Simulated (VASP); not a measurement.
**NaH: single point with PBE**

Crystal: NaH.

```
CELL_PARAMETERS angstrom
2.89480 0.00000 0.00000
0.00000 2.89480 0.00000
0.00000 0.00000 2.89480
ATOMIC_POSITIONS crystal
Na 0.00000 0.00000 0.00000
H 0.50000 0.50000 0.50000
```

- Program: VASP 6.6.1
- Task: single point
- Functional: PBE
- Potentials or basis: VASP PAW PBE potentials, release 64 (Na_pv, H)
- Cutoff: 520 eV
- k mesh: 6 × 6 × 6
- Occupations: gaussian, width 0.01 eV
- Spin: no spin polarisation

```json
{
 "Pressure": "1.9 GPa",
 "Band gap on the k mesh": "1.03 eV, indirect (least direct gap 4.61 eV)"
}
```

Levels at points of the mesh, in eV from the valence-band top:
```csv
k point,band 1,band 2,band 3,band 4,band 5,band 6,band 7,band 8,band 9
"(0.00, 0.00, 0.00)",-24.58,-24.58,-24.58,-6.22,9.18,11.21,11.21,12.93,12.93
"(0.50, 0.00, 0.00)",-24.80,-24.57,-24.57,-3.58,1.03,11.41,14.58,14.94,14.94
"(0.50, 0.50, 0.00)",-24.76,-24.76,-24.55,-1.85,4.38,4.38,7.12,15.22,19.17
"(0.50, 0.50, 0.50)",-24.73,-24.73,-24.73,0.00,6.98,6.98,6.98,9.50,9.50
```

Wall time 4.2 s on 1 thread of Intel Xeon 6975P-C, with other jobs on the host, peak memory 0.13 GiB.

A k mesh can miss the band edges.
